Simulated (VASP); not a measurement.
The system is C.

```xyz
1
Lattice="0.0000 1.4812 1.4812 1.4812 0.0000 1.4812 1.4812 1.4812 0.0000" Properties=species:S:1:pos:R:3 pbc="T T T"
C     0.0000    0.0000    0.0000
```

```yaml
Program: VASP 6.6.1
Task: relaxation of cell and atoms
Functional: PBEsol
Potentials_or_basis: VASP PAW PBE potentials, release 64 (C)
Cutoff: 600 eV
k_mesh: 24 × 24 × 24
Occupations: fermi-dirac, width 0.08 eV
Spin: no spin polarisation
```

At the start: pressure 14.4 GPa; volume 6.50 Å³/atom.

Question: Where does the relaxation end?

Answer: Over 3 steps the energy falls by 21.9 meV/atom and the volume is 7.01 Å³/atom (+7.9 %); space group Fm-3m (No. 225, to 0.1 Å) before and after.

Step by step:
| step | energy change (eV) | largest force (eV/Å) | pressure (GPa) | volume (Å³) |
| --- | --- | --- | --- | --- |
| 1 | 0.0000 | 0.0000 | 14.44 | 6.50 |
| 2 | -0.0217 | 0.0000 | -1.30 | 7.07 |
| 3 | -0.0219 | 0.0000 | 0.03 | 7.01 |

Final structure:
```
C
1.0
     0.00000    1.51909    1.51909
     1.51909    0.00000    1.51909
     1.51909    1.51909    0.00000
C
1
Direct
  0.00000 0.00000 0.00000
```

Caveat: the PAW data sets were made with another functional, which shifts forces and pressure a little.
